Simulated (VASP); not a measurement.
A run of VASP 6.6.1 is set up as follows.

The input INCAR:

```
SYSTEM = GaN
PREC     = Accurate       ! precision mode
ENCUT    = 520            ! plane-wave cutoff, eV
EDIFF    = 1E-6           ! SCF threshold, eV
ISMEAR   = 0              ! smearing method
SIGMA    = 0.02           ! smearing width, eV
LREAL    = .False.        ! projectors in reciprocal space
LASPH    = .True.         ! aspherical terms in the spheres
NELM     = 80             ! most SCF steps
ALGO     = Normal         ! electronic algorithm
ISIF     = 2              ! what is computed and relaxed
LWAVE    = .False.        ! write WAVECAR
LCHARG   = .True.         ! write CHGCAR
GGA      = PE             ! functional
LELF     = .True.         ! ELF
LVHAR    = .True.       
NBANDS   = 26             ! bands
```

File KPOINTS:

```
regular mesh
0
Gamma
  12 12 6
  0 0 0
```

The input POSCAR:

```
GaN
1.0
    3.1800000000      0.0000000000      0.0000000000
   -1.5900000000      2.7539607840      0.0000000000
    0.0000000000      0.0000000000      5.1660000000
Ga N
2 2
Direct
    0.3333333333      0.6666666667      0.0000000000
    0.6666666667      0.3333333333      0.5000000000
    0.3333333333      0.6666666667      0.3750000000
    0.6666666667      0.3333333333      0.8750000000
```

Potentials or basis: VASP PAW PBE potentials, release 64 (Ga_d, N).

The run is started by

```console
$ cat potpaw_PBE.64/Ga_d/POTCAR potpaw_PBE.64/N/POTCAR > POTCAR
$ mpirun -np 1 vasp_std > vasp.out
```

Predict the largest force.

0.135 eV/Å.

Estimate the band gap on the k mesh.

1.97 eV, direct.

Forces in eV/Å, atoms in the order of the input:
```
Ga   0.000  0.000 -0.135
Ga   0.000  0.000 -0.135
N    0.000  0.000  0.135
N    0.000  0.000  0.135
```

PBE gaps usually lie below the measured ones, often by a third to a half.
